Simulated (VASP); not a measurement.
Here is a VASP 6.6.1 calculation.

Contents of INCAR:

```
ALGO = Normal
EDIFF = 1E-7
ENCUT = 520
GGA = PE
ISIF = 2
ISMEAR = 0
LASPH = True
LCHARG = False
LREAL = False
LWAVE = False
NBANDS = 26
NELM = 100
PREC = Accurate
SIGMA = 0.05
```

Contents of KPOINTS:

```
k-points
0
Gamma
  12 12 4
```

Contents of POSCAR:

```
SiC
1.0
    3.0291923366      0.0367761476      0.0756055766
   -1.4827470902      2.7794249120     -0.1651210934
    0.2475128585     -0.4812870241     10.2094229013
Si C
4 4
Direct
    0.6606830346      0.3431205663      0.9322776229
    0.3158488343      0.6553702021      0.4387284585
   -0.0139949591      0.0100954944      0.6836121699
   -0.0045917931     -0.0186271064      0.1962936582
    0.6722189282      0.3373672381      0.7510384730
    0.3592346227      0.6846104789      0.2483427995
   -0.0158588797     -0.0022516453      0.4975371862
    0.0264602121     -0.0096852281      0.0041676317
```

Potentials or basis: VASP PAW PBE potentials, release 64 (Si, C).

Command:

```bash
$ cat potpaw_PBE.64/Si/POTCAR potpaw_PBE.64/C/POTCAR > POTCAR
$ mpirun -np 1 vasp_std > vasp.out
```

Task: What does it give for the band gap on the k mesh?

Result: 0.32 eV (least direct gap 1.77 eV).

Task: What does it give for the pressure?

Result: -2.8 GPa.

Forces on the atoms (eV/Å):
```
Si   1.235 -0.467  2.393
Si   0.664 -0.054 -0.957
Si   1.973 -0.977  0.635
Si   1.210  1.643 -2.550
C   -2.211  1.063 -1.173
C   -1.109 -1.875  1.747
C   -0.388  0.314  0.579
C   -1.375  0.352 -0.673
```

Caveat: the cell differs from its parent crystal (atoms moved at random and the cell strained at random); the stress differs along the axes, from -18 to 12 GPa; semilocal functionals underestimate gaps, and a narrow one can read as zero; forces of over 1 eV/Å act on the atoms, so gaps and moduli don't describe the material at rest. A k mesh can miss the band edges.
